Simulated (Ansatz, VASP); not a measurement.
Two plane-wave programs on Al2Cu

The input INCAR:

```
ALGO = Fast ; EDIFF = 1E-7
ENCUT = 520 ; GGA = PS
ISIF = 2 ; ISMEAR = 0
LASPH = T ; LCHARG = T
LELF = T ; LREAL = F
LVHAR = T ; LWAVE = F
NBANDS = 16 ; NELM = 60
PREC = Accurate ; SIGMA = 0.15
```

File KPOINTS:

```
k-points
0
Gamma
  10 10 14
```

The input POSCAR:

```
Al2Cu
1.0
    4.0842078946      0.0000000000      0.0000000000
    0.0000000000      4.0842078946      0.0000000000
    0.0000000000      0.0000000000      2.8458943809
Al Cu
2 1
Direct
    0.5049764728      0.0025990588      0.5000000000
   -0.0726456654      0.4889084980      0.5000000000
    0.0287322400      0.0036058789      0.0000000000
```

Input for Ansatz:

```yaml
crystal:
  lattice:
    - [4.0842078946, 0.0, 0.0]
    - [0.0, 4.0842078946, 0.0]
    - [0.0, 0.0, 2.8458943809]
  atoms:
    - { symbol: Al, position: [0.5049764728, 0.0025990588, 0.5] }
    - { symbol: Al, position: [-0.0726456654, 0.488908498, 0.5] }
    - { symbol: Cu, position: [0.02873224, 0.0036058789, 0.0] }
basis:
  ecutwfc: 520.0
kpoints:
  mp_grid: { grid: [10, 10, 14] }
hamiltonian:
  xc: pbesol
  pseudopotentials: { kind: paw, azcp: { folder: soft_1 } }
scf:
  occupations: { method: gaussian, width: 0.15 }
output:
  forces: true
  stress: true
  eigenvalues: true
```

Change from the starting cell: mode 4 frozen in at -0.297 Å and mode 9 at -0.045 Å (largest displacements).

Alike in both runs: task single point; functional PBEsol; k mesh 10 × 10 × 14; occupations gaussian, width 0.15 eV; no spin polarisation.

|  | VASP | Ansatz |
| --- | --- | --- |
| version | VASP 6.6.1 | Ansatz 0.2.0 |
| potentials or method | VASP PAW PBE potentials, release 64 (Al, Cu), cutoff 520 eV | scalar-relativistic, plane waves, PAW |
| valence electrons in the cell | 17 | 25 |

```tsv
	VASP	Ansatz	Ansatz less VASP
gap on the k mesh at the Fermi level (eV)	none	none	-
pressure (GPa)	1.7	1.5	-0.22
traceless stress, the component that is largest in VASP (GPa)	1.57	1.56	-0.007
rms of the force components (eV/Å)	0.413	0.414	+0.0015
```

VASP's potentials were made for PBE, not for PBEsol, and Ansatz warns of the same on its side. Atom by atom the forces differ by 0.003 eV/Å (rms over components). A gap of «none» marks a metal or a gap that the smearing closes. VASP's potentials hold 17 valence electrons a cell and Ansatz's 25, so a difference there can come from the potentials and not from the codes.
